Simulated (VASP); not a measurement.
# PbS (Fm-3m) in VASP: further runs, part 2 of 2

VASP 6.6.1. Earlier steps stand in the parts before.

### 6 Single point, LDA (volume scaled by 0.98)

INCAR

```
SYSTEM = PbS
ALGO = Normal ; EDIFF = 1E-6
ENCUT = 520 ; GGA = CA
ISIF = 2 ; ISMEAR = -1
LASPH = .TRUE. ; LCHARG = .TRUE.
LELF = .TRUE. ; LREAL = .FALSE.
LVHAR = .TRUE. ; LWAVE = .FALSE.
NBANDS = 17 ; NELM = 60
PREC = Accurate ; SIGMA = 0.01
```

KPOINTS

```
k-points
0
G
  8 8 8
  0 0 0
```

POSCAR

```
PbS
1.0
    0.0000000000      2.9451000715      2.9451000715
    2.9451000715      0.0000000000      2.9451000715
    2.9451000715      2.9451000715      0.0000000000
Pb S
1 1
Direct
    0.0000000000      0.0000000000      0.0000000000
    0.5000000000      0.5000000000      0.5000000000
```

Potentials or basis: VASP PAW LDA potentials, release 64 (Pb_d, S).

Command:

```console
cat potpaw_LDA.64/Pb_d/POTCAR potpaw_LDA.64/S/POTCAR > POTCAR
mpirun -np 1 vasp_std > vasp.out
```

OUTCAR:

```text
SYSTEM = PbS
   EDIFF = 1E-6
   ENCUT = 520
   GGA = CA
   ISIF = 2
   ISMEAR = -1
   LASPH = .TRUE.
   LREAL = .FALSE.
   NELM = 60
   PREC = Accurate

 ion  position               nearest neighbor table
   1  0.000  0.000  0.000-   2 2.95   2 2.95   2 2.95   2 2.95   2 2.95   2 2.95
   2  0.500  0.500  0.500-   1 2.95   1 2.95   1 2.95   1 2.95   1 2.95   1 2.95

  LATTYP: Found a face centered cubic cell.
 ALAT       =     5.8902001430

  Lattice vectors:

 A1 = (   0.0000000000,   2.9451000715,   2.9451000715)
 A2 = (   2.9451000715,   0.0000000000,   2.9451000715)
 A3 = (   2.9451000715,   2.9451000715,   0.0000000000)

Analysis of symmetry for initial positions (statically):
=====================================================================
 Subroutine PRICEL returns:
 Original cell was already a primitive cell.

 Routine SETGRP: Setting up the symmetry group for a
 face centered cubic supercell.

 Subroutine GETGRP returns: Found 48 space group operations
 (whereof 48 operations were pure point group operations)
 out of a pool of 48 trial point group operations.

The static configuration has the point symmetry O_h .

Analysis of symmetry for dynamics (positions and initial velocities):
=====================================================================
 Subroutine PRICEL returns:
 Original cell was already a primitive cell.

 Routine SETGRP: Setting up the symmetry group for a
 face centered cubic supercell.

 Subroutine GETGRP returns: Found 48 space group operations
 (whereof 48 operations were pure point group operations)
 out of a pool of 48 trial point group operations.

The dynamic configuration has the point symmetry O_h .

 Subroutine INISYM returns: Found 48 space group operations
 (whereof 48 operations are pure point group operations),
 and found     1 'primitive' translations

----------------------------------------------------------------------------------------

                                     Primitive cell
[... 109 lines left out ...]
   IMIX   =      4    mixing-type and parameters
     AMIX     =   0.40;   BMIX     =  1.00
     AMIX_MAG =   1.60;   BMIX_MAG =  1.00
  volume/ion in A,a.u.               =      25.54       172.38
  Fermi-wavevector in a.u.,A,eV,Ry     =   1.197590  2.263117 19.513768  1.434221
  Thomas-Fermi vector in A             =   2.333501
   LORBIT       =      0    0 simple, 1 ext, 2 COOP (PROOUT), +10 PAW based schemes
   GGA     = CA    functional components
   LHFCALC =     F    Hartree Fock is set to
   AEXX    =    0.0000 exact exchange contribution
   IVDW    =     0    specifies the selected vdW correction
   LEPSILON=     F    determine dielectric tensor
   LRPA    =     F    only Hartree local field effects (RPA)
 non-spin polarized calculation
  energy-cutoff  :      520.00
  volume of cell :       51.09
 maximum number of plane-waves:      1387
   NGX = 15   NGY = 15   NGZ = 15

 number of electron      19.9999996 magnetization

 Free energy of the ion-electron system (eV)
  ---------------------------------------------------
  ext. energy  EPLUGINS =         0.00000000
  ---------------------------------------------------
  free energy    TOTEN  =        -9.99486992 eV

  energy without entropy =       -9.99486617  energy(sigma->0) =       -9.99486805

 E-fermi :   5.9678     XC(G=0): -10.1250

 val. band max:        5.9035702893   @ k =   0.5000   0.0000   0.0000
 cond. band min:       6.0321143440   @ k =   0.5000   0.0000   0.0000
 fundamental gap:      0.1285440547
 Fermi energy:         5.9678423309

 k-point     1 :       0.0000    0.0000    0.0000
  band No.  band energies     occupation
      1     -10.9358      2.00000
      2     -10.9358      2.00000
      3     -10.9358      2.00000
      4     -10.9274      2.00000
      5     -10.9274      2.00000
      6      -7.8858      2.00000
[... 457 lines left out ...]
      4     -10.9041      2.00000
      5     -10.8808      2.00000
      6      -6.2928      2.00000
[... 9 lines left out ...]
     16      16.7403      0.00000
     17      16.9597      0.00000

 [... further k-points ...]

------------------------ aborting loop because EDIFF is reached ----------------------------------------

  FORCE on cell =-STRESS in cart. coord.  units (eV):
  Direction    XX          YY          ZZ          XY          YZ          ZX
  --------------------------------------------------------------------------------------
  -------------------------------------------------------------------------------------
  Total       -0.4340677     -0.4340677     -0.4340677      0.0000000      0.0000000      0.0000000
  in kB      -13.6125013    -13.6125013    -13.6125013      0.0000000      0.0000000      0.0000000
  external PRESSURE =     -13.6125013 kB  Pullay stress =       0.0000000 kB

 VOLUME and BASIS-vectors are now :
 -----------------------------------------------------------------------------
  energy-cutoff  :      520.00
  volume of cell :       51.09
      direct lattice vectors                 reciprocal lattice vectors
     0.000000000  2.945100072  2.945100072    -0.169773518  0.169773518  0.169773518
     2.945100072  0.000000000  2.945100072     0.169773518 -0.169773518  0.169773518
     2.945100072  2.945100072  0.000000000     0.169773518  0.169773518 -0.169773518

 POSITION                                       TOTAL-FORCE (eV/Angst)
 -----------------------------------------------------------------------------------
      0.00000      0.00000      0.00000         0.000000      0.000000      0.000000
      2.94510      2.94510      2.94510         0.000000     -0.000000     -0.000000
 -----------------------------------------------------------------------------------
    total drift:                                0.000000     -0.000000     -0.000000

  FREE ENERGIE OF THE ION-ELECTRON SYSTEM (eV)
  ---------------------------------------------------
  free  energy   TOTEN  =        -9.9948699191 eV

  energy  without entropy=       -9.9948661718  energy(sigma->0) =       -9.99486805
```

OSZICAR:

```text
N       E                     dE             d eps       ncg     rms          rms(c)
DAV:   1     0.157640535307E+03    0.15764E+03   -0.97357E+03   994   0.122E+03
DAV:   2     0.144369782432E+01   -0.15620E+03   -0.15071E+03  1040   0.317E+02
DAV:   3    -0.101457430303E+02   -0.11589E+02   -0.11520E+02  1315   0.909E+01
DAV:   4    -0.104245072678E+02   -0.27876E+00   -0.27860E+00  1242   0.155E+01
DAV:   5    -0.104346630368E+02   -0.10156E-01   -0.10155E-01  1463   0.278E+00    0.462E+00
DAV:   6    -0.100063756151E+02    0.42829E+00   -0.12583E+00  1557   0.777E+00    0.325E+00
DAV:   7    -0.999865826795E+01    0.77173E-02   -0.10124E-01  1158   0.161E+00    0.176E+00
DAV:   8    -0.999514642665E+01    0.35118E-02   -0.10190E-02  1263   0.102E+00    0.158E-01
DAV:   9    -0.999485006076E+01    0.29637E-03   -0.18375E-03  1494   0.345E-01    0.750E-02
DAV:  10    -0.999487508893E+01   -0.25028E-04   -0.12492E-04  1142   0.742E-02    0.443E-02
DAV:  11    -0.999487001115E+01    0.50778E-05   -0.19996E-05  1374   0.490E-02    0.119E-02
DAV:  12    -0.999486991915E+01    0.92003E-07   -0.79347E-07   709   0.118E-02
   1 F= -.99948699E+01 E0= -.99948680E+01  d E =-.374733E-05
```

stdout:

```text
POSCAR found type information on POSCAR PbS
 POSCAR found :  2 types and       2 ions
 scaLAPACK will be used
 LDA part: xc-table for (Slater(with rela. corr.)+CA(PZ))
 , standard interpolation
 POSCAR, INCAR and KPOINTS ok, starting setup
 FFT: planning ... GRIDC
 FFT: planning ... GRID_SOFT
 FFT: planning ... GRID
 WAVECAR not read
 entering main loop
```

Run time: 17 s. Hardware: 1 thread of Intel Xeon 6975P-C, shared host; peak memory 0.16 GiB.

Results:

```
Free energy            : -9.9949 eV
Pressure               : -1.4 GPa
Band gap on the k mesh : 0.13 eV, direct
```

Caveat: spin-orbit coupling is left out, which moves the levels of the heavy elements. A k mesh can miss the band edges.

### 7 The runs side by side

```csv
cell,gap on the mesh (eV),pressure (GPa)
"a = 4.108 Å, angles 60.0°, 2 atoms",0.04,1.2
"a = 4.136 Å, angles 60.0°, 2 atoms",0.05,-0.1
"a = 4.122 Å, angles 60.0°, 2 atoms",0.01,0.5
"a = 4.179 Å, angles 60.0°, 2 atoms",0.17,-2.0
"a = 4.165 Å, angles 60.0°, 2 atoms",0.13,-1.4
```

Alike in all rows: task single point; level LDA; potentials or basis VASP PAW LDA potentials, release 64 (Pb_d, S); no spin polarisation; k mesh 8 × 8 × 8; cutoff (eV) 520; smearing fermi-dirac 0.01 eV.

Caveats: spin-orbit coupling is left out, which moves the levels of the heavy elements.

Total energies depend on the potentials used, so only differences within one code and one set of settings carry meaning.
